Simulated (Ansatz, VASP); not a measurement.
Pd: VASP beside Ansatz

```
Pd
1.0
     2.78367    0.00000    0.00000
    -1.39183    2.41072    0.00000
     0.00000    0.00000    4.62889
Pd
2
Direct
  0.66667 0.33333 0.75000
  0.36444 0.72889 0.25000
```

Alike in both runs: task single point; functional PBEsol; k mesh 15 × 15 × 8; occupations gaussian, width 0.05 eV; collinear spin.

```csv
,VASP,Ansatz
version,VASP 6.6.1,Ansatz 0.2.0
potentials or method,"VASP PAW PBE potentials, release 64 (Pd), cutoff 520 eV","scalar-relativistic, plane waves, PAW"
valence electrons in the cell,20,36
```

|  | VASP | Ansatz | Ansatz less VASP |
| --- | --- | --- | --- |
| gap on the k mesh at the Fermi level (eV) | none | none | - |
| pressure (GPa) | -10.0 | -9.7 | +0.29 |
| traceless stress, the component that is largest in VASP (GPa) | -1.42 | -1.46 | -0.043 |
| rms of the force components (eV/Å) | 0.117 | 0.118 | +0.0011 |
| net moment per atom (μB) | 0.39 | 0.39 | -0.002 |
| size of the moment on the site where the two differ most (μB) | 0.39 | 0.40 | +0.006 |

VASP's potentials were made for PBE, not for PBEsol. Site moments also hang on the region over which each program counts them. Atom by atom the forces differ by 0.001 eV/Å (rms over components). A gap of «none» marks a metal or a gap that the smearing closes. VASP's potentials hold 20 valence electrons a cell and Ansatz's 36, so a difference there can come from the potentials and not from the codes.
